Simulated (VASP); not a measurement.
Here is a VASP 6.6.1 calculation.

INCAR

```
SYSTEM = Ge
ALGO     = Normal         ! electronic algorithm
EDIFF    = 1E-6           ! SCF threshold, eV
ENCUT    = 520            ! plane-wave cutoff, eV
GGA      = PE             ! functional
ISIF     = 2              ! what is computed and relaxed
ISMEAR   = -1             ! smearing method
LASPH    = .TRUE.         ! aspherical terms in the spheres
LCHARG   = .TRUE.         ! write CHGCAR
LELF     = .TRUE.         ! ELF
LREAL    = .FALSE.        ! projectors in reciprocal space
LVHAR    = .TRUE.       
LWAVE    = .FALSE.        ! write WAVECAR
NBANDS   = 36             ! bands
NELM     = 80             ! most SCF steps
PREC     = Accurate       ! precision mode
SIGMA    = 0.05           ! smearing width, eV
```

The input KPOINTS:

```
k-points
0
G
  8 8 4
  0 0 0
```

File POSCAR:

```
Ge
1.0
    4.0240606931      0.0000000000      0.0000000000
   -2.0120303466      3.4849387866      0.0000000000
    0.0000000000      0.0000000000      6.6430837134
Ge
4
Direct
    0.3333333333      0.6666666667      0.9370987500
    0.6666666667      0.3333333333      0.4370987500
    0.3333333333      0.6666666667      0.5629012500
    0.6666666667      0.3333333333      0.0629012500
```

Potentials or basis: VASP PAW PBE potentials, release 64 (Ge_d).

Launch:

```bash
$ cat potpaw_PBE.64/Ge_d/POTCAR > POTCAR
$ mpirun -np 1 vasp_std > vasp.out
```

What does it give for the pressure?

1.5 GPa.

What does it give for the largest force?

0.010 eV/Å.

Forces in eV/Å, atoms in the order of the input:
```
Ge   0.000  0.000 -0.010
Ge   0.000  0.000 -0.010
Ge   0.000  0.000  0.010
Ge   0.000  0.000  0.010
```
